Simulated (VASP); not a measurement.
# TaN (Fm-3m) in VASP: a series of runs, part 2 of 2

VASP 6.6.1. Earlier steps stand in the parts before.

## Step 3: Vibrations by perturbation theory, PBE (phonons at volume x 1.02)

The input, INCAR:

```
PREC = Accurate
ENCUT = 520
EDIFF = 1E-8
ISMEAR = -1
SIGMA = 0.15
LREAL = False
LASPH = True
NELM = 60
ALGO = Normal
ISIF = 2
LWAVE = False
LCHARG = False
GGA = PE
NBANDS = 15
IBRION = 8
NSW = 1
```

The input, KPOINTS:

```
regular mesh
0
Gamma
  16 16 16
```

The input, POSCAR:

```
TaN
1.0
    0.0000000000      2.2238343642      2.2238343642
    2.2238343642      0.0000000000      2.2238343642
    2.2238343642      2.2238343642      0.0000000000
Ta N
1 1
Direct
    0.5000000000      0.5000000000      0.5000000000
    0.0000000000      0.0000000000      0.0000000000
```

Potentials or basis: VASP PAW PBE potentials, release 64 (Ta_pv, N).

Command:

```bash
$ cat potpaw_PBE.64/Ta_pv/POTCAR potpaw_PBE.64/N/POTCAR > POTCAR
$ mpirun -np 1 vasp_std > vasp.out
```

OUTCAR:

```text
PREC = Accurate
   ENCUT = 520
   EDIFF = 1E-8
   ISMEAR = -1
   LREAL = False
   LASPH = True
   NELM = 60
   ISIF = 2
   GGA = PE
   IBRION = 8
   NSW = 1

 ion  position               nearest neighbor table
   1  0.500  0.500  0.500-   2 2.22   2 2.22   2 2.22   2 2.22   2 2.22   2 2.22
   2  0.000  0.000  0.000-   1 2.22   1 2.22   1 2.22   1 2.22   1 2.22   1 2.22

  LATTYP: Found a face centered cubic cell.
 ALAT       =     4.4476687284

  Lattice vectors:

[... 686 lines left out ...]
               1X          1Y          1Z          2X          2Y          2Z
  1X    -6.077235    0.000000    0.000000    6.077235    0.000000    0.000000
  1Y     0.000000   -6.077235    0.000000    0.000000    6.077235    0.000000
  1Z     0.000000    0.000000   -6.077235    0.000000    0.000000    6.077235
  2X     6.089362    0.000000    0.000000   -6.089362    0.000000    0.000000
  2Y     0.000000    6.089362    0.000000    0.000000   -6.089362    0.000000
  2Z     0.000000    0.000000    6.089362    0.000000    0.000000   -6.089362

 Eigenvectors and eigenvalues of the dynamical matrix
 ----------------------------------------------------

   1 f  =   10.700638 THz    67.234091 2PiTHz  356.934860 cm-1    44.254263 meV
             X         Y         Z           dx          dy          dz
      2.223834  2.223834  2.223834     0.000000    0.000000   -0.267743
      0.000000  0.000000  0.000000     0.000000    0.000000    0.963490
[... 21 lines left out ...]
   6 f/i=    0.002751 THz     0.017287 2PiTHz    0.091776 cm-1     0.011379 meV
             X         Y         Z           dx          dy          dz
      2.223834  2.223834  2.223834     0.963455   -0.008211   -0.001215
      0.000000  0.000000  0.000000     0.267733   -0.002282   -0.000337

--------------------------------------------------------------------------------------------------------

 ELASTIC MODULI CONTR FROM IONIC RELAXATION (kBar)
 Direction    XX          YY          ZZ          XY          YZ          ZX
 --------------------------------------------------------------------------------
 XX           0.0000      0.0000      0.0000      0.0000      0.0000      0.0000
 YY           0.0000      0.0000      0.0000      0.0000      0.0000      0.0000
 ZZ           0.0000      0.0000      0.0000      0.0000      0.0000      0.0000
 XY           0.0000      0.0000      0.0000      0.0000      0.0000      0.0000
 YZ           0.0000      0.0000      0.0000      0.0000      0.0000      0.0000
 ZX           0.0000      0.0000      0.0000      0.0000      0.0000      0.0000
 --------------------------------------------------------------------------------
```

stdout:

```text
POSCAR found type information on POSCAR TaN
 POSCAR found :  2 types and       2 ions
 scaLAPACK will be used
 LDA part: xc-table for (Slater+PW92), standard interpolation
 POSCAR, INCAR and KPOINTS ok, starting setup
 FFT: planning ... GRIDC
 FFT: planning ... GRID_SOFT
 FFT: planning ... GRID
 WAVECAR not read
 entering main loop
 Linear response reoptimize wavefunctions to high precision
 Linear response DOF=           2
 Linear response progress:
 first order change of Fermi-energy   0.37565E-03
 force on displaced ion       1 direction 1 :  -6.077   0.000   0.000
 Linear response progress:
 first order change of Fermi-energy  -0.68094E-04
 force on displaced ion       2 direction 1 :  -6.089   0.000   0.000
 Linear response finished
```

Run time: 2.2 min. Hardware: 1 thread of Intel Xeon 6975P-C (Granite Rapids), shared host; peak memory 0.38 GiB.

Results:

```
Highest phonon frequency at Γ, LO-TO splitting left out : 357 cm⁻¹
```

Phonon frequencies in cm⁻¹ (negative: imaginary):
```tsv
q point	frequencies
(0.000, 0.000, 0.000)	0 0 0 357 357 357
```

Caveat: the cell differs from its parent crystal (phonons at volume x 1.02); the cell wasn't relaxed at this level first, which shifts response properties; spin-orbit coupling is left out, which moves the levels of the heavy elements.

## Step 4: Elastic constants, PBE

This run uses another cell than the first one, of 9.88 Å³/atom, 0.916 times its volume.

The input, INCAR:

```
PREC     = Accurate       # precision mode
ENCUT    = 600            # plane-wave cutoff, eV
EDIFF    = 1E-8           # SCF threshold, eV
ISMEAR   = -1             # smearing method
SIGMA    = 0.15           # smearing width, eV
LREAL    = False          # projectors in reciprocal space
LASPH    = True           # aspherical terms in the spheres
NELM     = 100            # most SCF steps
ALGO     = Normal         # electronic algorithm
ISIF     = 3              # what is computed and relaxed
LWAVE    = False          # write WAVECAR
LCHARG   = False          # write CHGCAR
GGA      = PE             # functional
IBRION   = 6              # ionic algorithm
NFREE    = 2            
POTIM    = 0.015          # step
NSW      = 1              # ionic steps
```

The input, KPOINTS:

```
Automatic mesh
0
Gamma
  16 16 16
```

The input, POSCAR:

```
TaN
1.0
    0.0000000000      2.1454940075      2.1454940075
    2.1454940075      0.0000000000      2.1454940075
    2.1454940075      2.1454940075      0.0000000000
Ta N
1 1
Direct
    0.5000000000      0.5000000000      0.5000000000
    0.0000000000      0.0000000000      0.0000000000
```

Command:

```bash
$ cat potpaw_PBE.64/Ta_pv/POTCAR potpaw_PBE.64/N/POTCAR > POTCAR
$ mpirun -np 1 vasp_std > vasp.out
```

Run time: 9 min. Hardware: 1 thread of Intel Xeon 6975P-C (Granite Rapids), shared host; peak memory 0.66 GiB.

Results (log left out):

```
Elastic constants C11, C12, C44                         : 1017, 162, 64 GPa
Voigt bulk modulus                                      : 447 GPa
Highest phonon frequency at Γ, LO-TO splitting left out : 495 cm⁻¹
```

Phonon frequencies in cm⁻¹ (negative: imaginary):
| q point | frequencies |
| --- | --- |
| (0.000, 0.000, 0.000) | 0 0 0 495 495 495 |

Elastic tensor in Voigt notation (GPa, in the Cartesian axes of the cell as first typed):
```
1017  162  162    0    0    0
 162 1017  162    0    0    0
 162  162 1017    0    0    0
   0    0    0   64    0    0
   0    0    0    0   64    0
   0    0    0    0    0   64
```

Clamped-ion elastic tensor (GPa):
```
1017  162  162    0    0    0
 162 1017  162    0    0    0
 162  162 1017    0    0    0
   0    0    0   64    0    0
   0    0    0    0   64    0
   0    0    0    0    0   64
```

Caveat: the cell is under stress, which shifts elastic constants; spin-orbit coupling is left out, which moves the levels of the heavy elements.
